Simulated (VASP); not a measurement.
# KF (Fm-3m) in VASP: further runs, part 2 of 2

VASP 6.6.1.

## (5) Single point, PBE, collinear spin, zero start (18.31 Å³/atom)

This run uses another cell than the first one, of 18.31 Å³/atom.

Input file INCAR:

```
ALGO = Normal
EDIFF = 1E-6
ENCUT = 520
GGA = PE
ISIF = 2
ISMEAR = 0
ISPIN = 2
LASPH = T
LCHARG = F
LORBIT = 11
LREAL = F
LWAVE = F
MAGMOM = 0 0
NBANDS = 19
NELM = 150
PREC = Accurate
SIGMA = 0.025
```

Input file KPOINTS:

```
k-points
0
Gamma
  9 9 9
```

Input file POSCAR:

```
KF
1.0
    0.0000000000      2.6357394923      2.6357394923
    2.6357394923      0.0000000000      2.6357394923
    2.6357394923      2.6357394923      0.0000000000
K F
1 1
Direct
    0.0000000000      0.0000000000      0.0000000000
    0.5000000000      0.5000000000      0.5000000000
```

Potentials or basis: VASP PAW PBE potentials, release 64 (K_sv, F).

Launch:

```
> cat potpaw_PBE.64/K_sv/POTCAR potpaw_PBE.64/F/POTCAR > POTCAR
> mpirun -np 1 vasp_std > vasp.out
```

OUTCAR:

```text
EDIFF = 1E-6
   ENCUT = 520
   GGA = PE
   ISIF = 2
   ISMEAR = 0
   ISPIN = 2
   LASPH = T
   LORBIT = 11
   LREAL = F
   NELM = 150
   PREC = Accurate

 ion  position               nearest neighbor table
   1  0.000  0.000  0.000-   2 2.64   2 2.64   2 2.64   2 2.64   2 2.64   2 2.64
   2  0.500  0.500  0.500-   1 2.64   1 2.64   1 2.64   1 2.64   1 2.64   1 2.64

  LATTYP: Found a face centered cubic cell.
 ALAT       =     5.2714789846

  Lattice vectors:

 A1 = (   0.0000000000,   2.6357394923,   2.6357394923)
 A2 = (   2.6357394923,   0.0000000000,   2.6357394923)
 A3 = (   2.6357394923,   2.6357394923,   0.0000000000)

Analysis of symmetry for initial positions (statically):
=====================================================================
 Subroutine PRICEL returns:
 Original cell was already a primitive cell.

 Routine SETGRP: Setting up the symmetry group for a
 face centered cubic supercell.

 Subroutine GETGRP returns: Found 48 space group operations
 (whereof 48 operations were pure point group operations)
 out of a pool of 48 trial point group operations.

The static configuration has the point symmetry O_h .

Analysis of symmetry for dynamics (positions and initial velocities):
=====================================================================
 Subroutine PRICEL returns:
 Original cell was already a primitive cell.

 Routine SETGRP: Setting up the symmetry group for a
 face centered cubic supercell.

 Subroutine GETGRP returns: Found 48 space group operations
 (whereof 48 operations were pure point group operations)
 out of a pool of 48 trial point group operations.

The dynamic configuration has the point symmetry O_h .

Analysis of structural, dynamic, and magnetic symmetry:
[... 147 lines left out ...]
   NGX = 13   NGY = 13   NGZ = 13

 number of electron      16.0000016 magnetization       0.0000000

 number of electron      16.0000016 magnetization      -0.0000000

 Free energy of the ion-electron system (eV)
  ---------------------------------------------------
  ext. energy  EPLUGINS =         0.00000000
  ---------------------------------------------------
  free energy    TOTEN  =        -8.26717681 eV

  energy without entropy =       -8.26717681  energy(sigma->0) =       -8.26717681

 E-fermi :  -2.5404     XC(G=0):  -8.5908

 val. band max:       -2.6908005071   @ k =   0.0000   0.0000   0.0000
 cond. band min:       3.6936148131   @ k =   0.0000   0.0000   0.0000
 fundamental gap:      6.3844153202
 Fermi energy:        -2.5403641335

 spin component 1

 k-point     1 :       0.0000    0.0000    0.0000
  band No.  band energies     occupation
      1     -28.7188      1.00000
      2     -21.3694      1.00000
      3     -11.9370      1.00000
      4     -11.9370      1.00000
      5     -11.9370      1.00000
      6      -2.6908      1.00000
[... 517 lines left out ...]
     18      20.1685      0.00000
     19      23.5422      0.00000

 [... further k-points ...]

 spin component 2

 k-point     1 :       0.0000    0.0000    0.0000
  band No.  band energies     occupation
      1     -28.7188      1.00000
      2     -21.3694      1.00000
      3     -11.9370      1.00000
      4     -11.9370      1.00000
      5     -11.9370      1.00000
      6      -2.6908      1.00000
[... 517 lines left out ...]
     18      20.1684      0.00000
     19      23.5423      0.00000

 [... further k-points ...]

------------------------ aborting loop because EDIFF is reached ----------------------------------------

  FORCE on cell =-STRESS in cart. coord.  units (eV):
  Direction    XX          YY          ZZ          XY          YZ          ZX
  --------------------------------------------------------------------------------------
  -------------------------------------------------------------------------------------
  Total        0.6970206      0.6970206      0.6970206      0.0000000      0.0000000     -0.0000000
  in kB       30.4943066     30.4943066     30.4943066      0.0000000      0.0000000     -0.0000000
  external PRESSURE =      30.4943066 kB  Pullay stress =       0.0000000 kB

 VOLUME and BASIS-vectors are now :
 -----------------------------------------------------------------------------
  energy-cutoff  :      520.00
  volume of cell :       36.62
      direct lattice vectors                 reciprocal lattice vectors
     0.000000000  2.635739492  2.635739492    -0.189700083  0.189700083  0.189700083
     2.635739492  0.000000000  2.635739492     0.189700083 -0.189700083  0.189700083
     2.635739492  2.635739492  0.000000000     0.189700083  0.189700083 -0.189700083

 POSITION                                       TOTAL-FORCE (eV/Angst)
 -----------------------------------------------------------------------------------
      0.00000      0.00000      0.00000        -0.000000     -0.000000     -0.000000
      2.63574      2.63574      2.63574         0.000000      0.000000      0.000000
 -----------------------------------------------------------------------------------
    total drift:                                0.000000      0.000000      0.000000

  FREE ENERGIE OF THE ION-ELECTRON SYSTEM (eV)
  ---------------------------------------------------
  free  energy   TOTEN  =        -8.2671768111 eV

  energy  without entropy=       -8.2671768111  energy(sigma->0) =       -8.26717681

 total charge

# of ion       s       p       d       tot
------------------------------------------
    1        1.960   5.597   0.036   7.593
    2        1.731   4.360   0.000   6.091
--------------------------------------------------
tot          3.691   9.956   0.036  13.683

 magnetization (x)

# of ion       s       p       d       tot
------------------------------------------
    1        0.000  -0.000   0.000  -0.000
    2        0.000   0.000   0.000   0.000
--------------------------------------------------
tot          0.000   0.000   0.000   0.000
```

OSZICAR:

```text
N       E                     dE             d eps       ncg     rms          rms(c)
DAV:   1     0.111210377648E+03    0.11121E+03   -0.79639E+03  2668   0.823E+02
DAV:   2    -0.539430194912E+01   -0.11660E+03   -0.10736E+03  3251   0.244E+02
DAV:   3    -0.941372881264E+01   -0.40194E+01   -0.39958E+01  3490   0.395E+01
DAV:   4    -0.951901197762E+01   -0.10528E+00   -0.10522E+00  3695   0.586E+00
DAV:   5    -0.952052937458E+01   -0.15174E-02   -0.15174E-02  3426   0.595E-01    0.640E+00
DAV:   6    -0.829283453488E+01    0.12277E+01   -0.24545E+00  2963   0.120E+01    0.454E+00
DAV:   7    -0.826847586836E+01    0.24359E-01   -0.79806E-02  3138   0.190E+00    0.232E+00
DAV:   8    -0.826418057752E+01    0.42953E-02   -0.41191E-02  2947   0.165E+00    0.252E-01
DAV:   9    -0.826638364906E+01   -0.22031E-02   -0.33293E-03  3269   0.428E-01    0.126E-01
DAV:  10    -0.826710810808E+01   -0.72446E-03   -0.63921E-04  2849   0.181E-01    0.654E-02
DAV:  11    -0.826716688086E+01   -0.58773E-04   -0.48013E-05  2981   0.596E-02    0.361E-02
DAV:  12    -0.826717536286E+01   -0.84820E-05   -0.66252E-06  2891   0.201E-02    0.112E-02
DAV:  13    -0.826717682268E+01   -0.14598E-05   -0.20025E-06  2932   0.130E-02    0.275E-03
DAV:  14    -0.826717681106E+01    0.11625E-07   -0.54388E-07  2347   0.616E-03
   1 F= -.82671768E+01 E0= -.82671768E+01  d E =-.108717E-19  mag=     0.0000
```

Run time: 25 s. Hardware: 1 thread of Intel Xeon Platinum 8488C (Sapphire Rapids), shared host; peak memory 0.19 GiB.

What came out:

```
Free energy                                           : -8.2672 eV
Pressure                                              : 3.0 GPa
Band gap on the k mesh                                : 6.38 eV
Net moment                                            : 0.00 μB per cell
Valence electrons inside the program's atomic spheres : K 7.59; F 6.09
```

Caveat: the cell stands under pressure; an odd mesh through Γ misses points on the zone boundary, where band edges can lie.

## (6) Summary

| level | spin | cell | k mesh | smearing | gap on the mesh (eV) | pressure (GPa) |
| --- | --- | --- | --- | --- | --- | --- |
| RPBE | off | a = 3.779 Å, angles 60.0°, 2 atoms | 9 × 9 × 9 | tetrahedron | 6.50 | 4.1 |
| revPBE+D3(BJ) | off | a = 3.779 Å, angles 60.0°, 2 atoms | 9 × 9 × 9 | fermi-dirac 0.1 eV | 6.47 | 1.2 |
| BLYP+D4 | off | a = 3.816 Å, angles 60.0°, 2 atoms | 11 × 11 × 11 | methfessel-paxton 0.15 eV | 6.07 | 0.0 |
| PBE | collinear, zero start | a = 3.727 Å, angles 60.0°, 2 atoms | 9 × 9 × 9 | gaussian 0.025 eV | 6.38 | 3.0 |

Alike in all rows: task single point; potentials or basis VASP PAW PBE potentials, release 64 (K_sv, F); cutoff (eV) 520.

Caveats: an odd mesh through Γ misses points on the zone boundary, where band edges can lie; the PAW data sets were made with another functional, which shifts forces and pressure a little (at least some runs); the cell stands under pressure (at least some runs).

Total energies depend on the potentials used, so only differences within one code and one set of settings carry meaning.
